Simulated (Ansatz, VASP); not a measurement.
**Mo: VASP beside Ansatz**

The input INCAR:

```
SYSTEM = Mo
PREC = Accurate ; ENCUT = 520
EDIFF = 1E-6 ; ISMEAR = -1
SIGMA = 0.1 ; LREAL = .FALSE.
LASPH = .TRUE. ; NELM = 60
ALGO = Normal ; ISIF = 2
LWAVE = .FALSE. ; LCHARG = .TRUE.
GGA = RP ; LELF = .TRUE.
LVHAR = .TRUE. ; NBANDS = 36
```

Contents of KPOINTS:

```
Automatic mesh
0
G
  15 15 4
  0 0 0
```

Contents of POSCAR:

```
Mo
1.0
    2.8576164139      0.0000000000      0.0000000000
   -1.4288082069      2.4747684087      0.0000000000
    0.0000000000      0.0000000000      9.9670289147
Mo
4
Direct
    1.0000000000      1.0000000000      0.0000000000
    1.0000000000      1.0000000000      0.5000000000
    0.3333333333      0.6666666667      0.2500000000
    0.6666666667      0.3333333333      0.7500000000
```

Input for Ansatz:

```yaml
crystal:
  lattice:
    - [2.8576164139, 0.0, 0.0]
    - [-1.4288082069, 2.4747684087, 0.0]
    - [0.0, 0.0, 9.9670289147]
  atoms:
    - { symbol: Mo, position: [1.0, 1.0, 0.0] }
    - { symbol: Mo, position: [1.0, 1.0, 0.5] }
    - { symbol: Mo, position: [0.3333333333, 0.6666666667, 0.25] }
    - { symbol: Mo, position: [0.6666666667, 0.3333333333, 0.75] }
hamiltonian:
  xc: rpbe
  pseudopotentials:
    kind: paw
    azcp:
      Mo: "pseudopotentials/Mo.paw.azcp"
basis:
  ecutwfc: 420
  fft_grid_basis: typed
kpoints:
  mp_grid: { grid: [15, 15, 4], shift: [0, 0, 0] }
magnetization:
  spin_polarized: false
scf:
  occupations: { method: fermi_dirac, width: 0.1 }
  lower_state_search: "off"
output:
  stress: true
```

Alike in both runs: task single point; functional RPBE; k mesh 15 × 15 × 4; occupations fermi-dirac, width 0.1 eV; no spin polarisation.

```csv
,VASP,Ansatz
version,VASP 6.6.1,Ansatz 0.2.0
potentials or method,"VASP PAW PBE potentials, release 64 (Mo_sv), cutoff 520 eV","plane waves (420 eV) with PAW, scalar-relativistic"
valence electrons in the cell,56,56
```

|  | VASP | Ansatz | Ansatz less VASP |
| --- | --- | --- | --- |
| pressure (GPa) | -14.7 | -15.0 | -0.30 |
| traceless stress, the component that is largest in VASP (GPa) | 1.38 | 1.42 | +0.039 |

VASP's potentials were made for PBE, not for RPBE.
